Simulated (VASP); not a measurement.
Set up this calculation in VASP 6.6.1, as the native input.

```yaml
Task: electric field gradients
Functional: PBEsol
Potentials_or_basis: VASP PAW PBE potentials, release 64 (In_d)
Cutoff: 520 eV
k_mesh: 14 × 14 × 14
Occupations: fermi-dirac, width 0.05 eV
Spin: no spin polarisation
Dipole_correction: no
Further_INCAR_settings: ALGO = Normal; EDIFF = 1e-08; NBANDS = 26
```

The structure of In lies in POSCAR:

```
In
1.0
    1.6696368166      0.9639652655      8.3716125150
   -1.6696368166      0.9639652655      8.3716125150
    0.0000000000     -1.9279305310      8.3716125150
In
3
Direct
    0.0000000000      0.0000000000      0.0000000000
    0.7780122400      0.7780122400      0.7780122400
    0.2219877600      0.2219877600      0.2219877600
```

This cell differs from its parent crystal: zz strain of +2 %.

These files were run (other wordings do the same):

INCAR

```
SYSTEM = In
PREC = Accurate
ENCUT = 520
EDIFF = 1E-8
ISMEAR = -1
SIGMA = 0.05
LREAL = .False.
LASPH = .True.
NELM = 80
ALGO = Normal
ISIF = 2
LWAVE = .False.
LCHARG = .False.
GGA = PS
LEFG = .True.
NBANDS = 26
```

KPOINTS

```
regular mesh
0
Gamma
  14 14 14
  0 0 0
```

Potentials or basis: VASP PAW PBE potentials, release 64 (In_d).

Launch:

```sh
$ cat potpaw_PBE.64/In_d/POTCAR > POTCAR
$ mpirun -np 1 vasp_std > vasp.out
```

Results of the run:

| Item | Value |
| --- | --- |
| Pressure | -2.0 GPa |
| Largest force | 0.006 eV/Å |
| Band gap on the k mesh | zero (an odd number of electrons rules out a gap without spin polarisation) |
| Largest electric field gradient by atom | In +6.3, +0.2 (each value once) V/Å² |

Caveat: the cell differs from its parent crystal (zz strain of +2 %); without QUAD_EFG the Cq values of the log hold for a quadrupole moment of 1 mb, not for the nuclei; the PAW data sets were made with another functional, which shifts forces and pressure a little; spin-orbit coupling is left out, which moves the levels of the heavy elements.

Run time: 60 min on 1 thread of Oxide Virtual Turin-like Processor, with other jobs on the host, peak memory 0.8 GiB.
